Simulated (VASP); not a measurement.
C: single point with PBEsol

Crystal: C.

```
CELL_PARAMETERS angstrom
1.22947 -2.12908 0.00000
1.22947 2.12908 0.00000
0.00000 0.00000 7.37782
ATOMIC_POSITIONS crystal
C 0.06868 0.86202 0.74984
C 0.59796 0.47134 0.25016
C 0.93132 0.13798 0.25016
C 0.40204 0.52866 0.74984
```

- Program: VASP 6.6.1
- Task: single point
- Functional: PBEsol
- Potentials or basis: VASP PAW PBE potentials, release 64 (C)
- Cutoff: 600 eV
- k mesh: 18 × 18 × 6
- Occupations: gaussian, width 0.15 eV
- Spin: no spin polarisation

- Pressure: 0.3 GPa
- Largest force: 0.004 eV/Å
- Band gap on the k mesh: zero (filled and empty bands touch)

Forces in eV/Å, atoms in the order of the input:
```
C    0.003 -0.002  0.000
C   -0.003  0.000  0.000
C   -0.003  0.002  0.000
C    0.003  0.000  0.000
```

Stress tensor (GPa, compression positive):
```
 0.57 -0.01  0.00
-0.01  0.58  0.00
 0.00  0.00 -0.28
```

Levels at points of the mesh, in eV from the Fermi level:
| k point | band 4 | band 5 | band 6 | band 7 | band 8 | band 9 | band 10 | band 11 | band 12 | band 13 |
| --- | --- | --- | --- | --- | --- | --- | --- | --- | --- | --- |
| (0.00, 0.00, 0.00) | -7.07 | -3.00 | -2.99 | -2.98 | -2.98 | 3.43 | 8.34 | 8.35 | 8.35 | 8.36 |
| (0.50, 0.00, 0.00) | -13.27 | -6.42 | -6.40 | -2.45 | -2.38 | 1.67 | 1.79 | 7.39 | 7.50 | 10.80 |
| (0.00, 0.50, 0.00) | -13.27 | -6.41 | -6.41 | -2.54 | -2.27 | 1.55 | 1.90 | 7.43 | 7.46 | 10.77 |
| (0.50, 0.50, 0.00) | -13.24 | -6.42 | -6.40 | -2.76 | -1.97 | 1.19 | 2.17 | 7.35 | 7.53 | 10.71 |
| (0.00, 0.00, 0.50) | -7.72 | -2.99 | -2.99 | -2.99 | -2.99 | 5.42 | 5.43 | 8.36 | 8.36 | 8.36 |
| (0.50, 0.00, 0.50) | -13.28 | -6.41 | -6.41 | -2.38 | -2.38 | 1.63 | 1.63 | 7.44 | 7.44 | 11.89 |
| (0.00, 0.50, 0.50) | -13.28 | -6.41 | -6.41 | -2.38 | -2.38 | 1.63 | 1.63 | 7.44 | 7.44 | 11.89 |
| (0.50, 0.50, 0.50) | -13.28 | -6.41 | -6.41 | -2.38 | -2.38 | 1.64 | 1.64 | 7.44 | 7.44 | 11.97 |

Wall time 3.9 min on 1 thread of Intel(R) Xeon(R) 6975P-C (Granite Rapids), with other jobs on the host, peak memory 0.59 GiB.

Caveat: this functional lacks dispersion, which binds the layers, so the pressure and a relaxed spacing across them are unreliable; the PAW data sets were made with another functional, which shifts forces and pressure a little.
